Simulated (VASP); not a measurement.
Si4PI, 6 atoms in the cell. It takes space group P4/mmm (No. 123, tetragonal). Conventional cell: a = 3.490 Å, b = 3.490 Å, c = 10.181 Å, α = 90.00°, β = 90.00°, γ = 90.00°. Si (site symmetry 2mm) has 4 Si at 2.47 Å and 2 P at 2.62 Å within 3.3 Å. P (site symmetry 4/mmm) has 8 Si at 2.62 Å and 4 P at 3.49 Å within 3.5 Å. I (site symmetry 4/mmm) has 4 I at 3.49 Å and 8 Si at 3.59 Å within 4.6 Å. The cell was generated, and may not be a known phase.

```yaml
Program: VASP 6.6.1
Task: single point
Functional: PBE
Potentials_or_basis: VASP PAW PBE potentials, release 64 (Si, P, I)
Cutoff: 520 eV
k_mesh: 6 × 6 × 2
Occupations: gaussian, width 0.1 eV
Spin: no spin polarisation
Dipole_correction: no
Further_INCAR_settings: ALGO = Normal; EDIFF = 1e-07; NBANDS = 23
```

Potentials or basis: VASP PAW PBE potentials, release 64 (Si, P, I).

The run is started by

```console
$ cat potpaw_PBE.64/Si/POTCAR potpaw_PBE.64/P/POTCAR potpaw_PBE.64/I/POTCAR > POTCAR
$ mpirun -np 1 vasp_std > vasp.out
```

Hardware: 1 thread of Oxide Virtual Turin-like Processor, on a shared host.

Question: How long does it take, and how much memory?

Answer: Wall time 84 s on 1 thread of Oxide Virtual Turin-like Processor, on a shared host, peak memory 0.23 GiB. Counts: scf iterations 15, k points 20.
